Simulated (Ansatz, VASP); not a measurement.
## Two plane-wave programs on TaN

```
Ta N
1.0
     2.99710    0.00000    0.00000
    -1.49855    2.59556    0.00000
     0.00000    0.00000    2.90660
Ta N
1 1
Cartesian
  0.0000 1.7304 1.4533
  0.0000 0.0000 0.0000
```

Alike in both runs: task single point; functional PBEsol; k mesh 18 × 18 × 16; occupations gaussian, width 0.15 eV; no spin polarisation.

```csv
,VASP,Ansatz
version,VASP 6.6.1,Ansatz 0.2.0
potentials or method,"VASP PAW PBE potentials, release 64 (Ta_pv, N), cutoff 520 eV","scalar-relativistic, plane waves, PAW"
valence electrons in the cell,16,18
```

Ansatz gave:

```
gap on the k mesh at the Fermi level (eV)                     : none
pressure (GPa)                                                : -19.3
traceless stress, the component that is largest in VASP (GPa) : 3.23
```

Task: Which values does VASP return?

Result: gap on the k mesh at the Fermi level (eV): none; pressure (GPa): -18.7; traceless stress, the component that is largest in VASP (GPa): 3.33.

VASP's potentials were made for PBE, not for PBEsol. A gap of «none» marks a metal or a gap that the smearing closes. VASP's potentials hold 16 valence electrons a cell and Ansatz's 18, so a difference there can come from the potentials and not from the codes.

Spin-orbit coupling is off throughout.
